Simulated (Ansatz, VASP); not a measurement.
C in VASP and in Ansatz

The input INCAR:

```
SYSTEM = C
PREC = Accurate
ENCUT = 520
EDIFF = 1E-7
ISMEAR = 0
SIGMA = 0.15
LREAL = .FALSE.
LASPH = .TRUE.
NELM = 60
ALGO = Normal
ISIF = 2
LWAVE = .FALSE.
LCHARG = .FALSE.
GGA = PS
NBANDS = 16
```

File KPOINTS:

```
regular mesh
0
G
  18 18 6
  0 0 0
```

The input POSCAR:

```
C
1.0
    2.4014445374      0.0000000000      0.0000000000
   -1.2007222687      2.1293252536      0.0000000000
    0.0000000000      0.0000000000      7.2458067263
C
4
Direct
   -0.1732438402      0.0000000000      0.0025000000
    0.1732438402      0.0000000000      0.5025000000
    0.1600733669      0.6666666667      0.0025000000
    0.8399266331      0.3333333333      0.5025000000
```

Input for Ansatz:

```yaml
crystal:
  lattice:
    - [2.4014445374, 0.0, 0.0]
    - [-1.2007222687, 2.1293252536, 0.0]
    - [0.0, 0.0, 7.2458067263]
  atoms:
    - { symbol: C, position: [-0.1732438402, 0.0, 0.0025] }
    - { symbol: C, position: [0.1732438402, 0.0, 0.5025] }
    - { symbol: C, position: [0.1600733669, 0.6666666667, 0.0025] }
    - { symbol: C, position: [0.8399266331, 0.3333333333, 0.5025] }
basis:
  ecutwfc: 520.0
kpoints:
  mp_grid: { grid: [18, 18, 6] }
hamiltonian:
  xc: pbesol
  pseudopotentials: { kind: paw, azcp: { folder: soft_1 } }
scf:
  occupations: { method: gaussian, width: 0.15 }
output:
  forces: true
  stress: true
  eigenvalues: true
```

Change from the starting cell: mode 4 frozen in at -0.426 Å, normal strain along x -0.0233.

Alike in both runs: task single point; functional PBEsol; k mesh 18 × 18 × 6; occupations gaussian, width 0.15 eV; no spin polarisation.

```csv
,VASP,Ansatz
version,VASP 6.6.1,Ansatz 0.2.0
potentials or method,"VASP PAW PBE potentials, release 64 (C), cutoff 520 eV","scalar-relativistic, plane waves, PAW"
valence electrons in the cell,16,16
```

```csv
,VASP,Ansatz,Ansatz less VASP
gap on the k mesh at the Fermi level (eV),0.21,0.21,0.000
least direct gap on the mesh (eV),0.21,0.21,0.000
pressure (GPa),10.6,9.9,-0.71
"traceless stress, the component that is largest in VASP (GPa)",15.66,15.24,-0.424
rms of the force components (eV/Å),0.201,0.198,-0.0032
```

VASP's potentials were made for PBE, not for PBEsol, and Ansatz warns of the same on its side. Atom by atom the forces differ by 0.003 eV/Å (rms over components).
